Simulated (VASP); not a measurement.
Here is a VASP 6.6.1 calculation.

Contents of POSCAR:

```
AgCl
1.0
    3.3955880382      0.0000000000      0.0000000000
    0.0000000000      3.3955880382      0.0000000000
    0.0000000000      0.0000000000      3.3955880382
Ag Cl
1 1
Direct
    0.0000000000      0.0000000000      0.0000000000
    0.5000000000      0.5000000000      0.5000000000
```

The input INCAR.step1:

```
SYSTEM = AgCl
PREC = Accurate
ENCUT = 520
ISMEAR = 0
SIGMA = 0.01
LREAL = .FALSE.
LASPH = .TRUE.
NELM = 80
NBANDS = 16
GGA = PE
ALGO = Normal
EDIFF = 1E-4
LWAVE = .TRUE.
LCHARG = .FALSE.
```

Contents of INCAR.step2:

```
SYSTEM = AgCl
PREC = Accurate
ENCUT = 520
EDIFF = 1E-7
ISMEAR = 0
SIGMA = 0.01
LREAL = .FALSE.
LASPH = .TRUE.
NELM = 80
ALGO = Normal
ISIF = 2
LWAVE = .FALSE.
LCHARG = .FALSE.
METAGGA = R2SCAN
LMIXTAU = .TRUE.
NBANDS = 16
ISTART = 1
```

KPOINTS

```
Automatic mesh
0
G
  8 8 8
  0 0 0
```

Potentials or basis: VASP PAW PBE potentials, release 64 (Ag, Cl).

Launch:

```bash
$ cat potpaw_PBE.64/Ag/POTCAR potpaw_PBE.64/Cl/POTCAR > POTCAR
$ cp INCAR.step1 INCAR
$ mpirun -np 1 vasp_std > vasp.out
$ cp INCAR.step2 INCAR
$ mpirun -np 1 vasp_std > vasp.out
```

Q: Estimate the pressure.

A: -0.1 GPa.

Q: Predict the band gap on the k mesh.

A: 1.19 eV (least direct gap 2.86 eV).

Caveat: the PAW data sets were made with another functional, which shifts forces and pressure a little. A k mesh can miss the band edges.
